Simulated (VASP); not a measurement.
A run of VASP 6.6.1 is set up as follows.

INCAR

```
PREC     = Accurate       # precision mode
ENCUT    = 520            # plane-wave cutoff, eV
EDIFF    = 1E-8           # SCF threshold, eV
ISMEAR   = -1             # smearing method
SIGMA    = 0.02           # smearing width, eV
LREAL    = False          # projectors in reciprocal space
LASPH    = True           # aspherical terms in the spheres
NELM     = 100            # most SCF steps
ALGO     = Normal         # electronic algorithm
ISIF     = 2              # what is computed and relaxed
LWAVE    = False          # write WAVECAR
LCHARG   = False          # write CHGCAR
GGA      = PS             # functional
LEFG     = True         
NBANDS   = 13             # bands
```

File KPOINTS:

```
regular mesh
0
Gamma
  10 10 10
```

POSCAR

```
O
1.0
    1.4518160025      0.8382063598      3.4083000000
   -1.4518160025      0.8382063598      3.4083000000
    0.0000000000     -1.6764127197      3.4083000000
O
2
Direct
    0.0577000000      0.0577000000      0.0577000000
    0.9423000000      0.9423000000      0.9423000000
```

Potentials or basis: VASP PAW PBE potentials, release 64 (O).

Run with:

```console
$ cat potpaw_PBE.64/O/POTCAR > POTCAR
$ mpirun -np 1 vasp_std > vasp.out
```

Problem. What does it give for the largest force?

Solution. 3.967 eV/Å.

Problem. Estimate the band gap on the k mesh.

Solution. Zero (band 6 reaches 0.90 eV, above the bottom of band 7 at -0.28 eV).

Forces in eV/Å, atoms in the order of the input:
```
O    0.000  0.000  3.967
O    0.000  0.000 -3.967
```

Caveat: the cell differs from its parent crystal (equal xx and yy strain of +2 %); the standard files for N, O and F lose accuracy on very short bonds; spin is off for a triplet molecule; without QUAD_EFG the Cq values of the log hold for a quadrupole moment of 1 mb, not for the nuclei; the PAW data sets were made with another functional, which shifts forces and pressure a little.
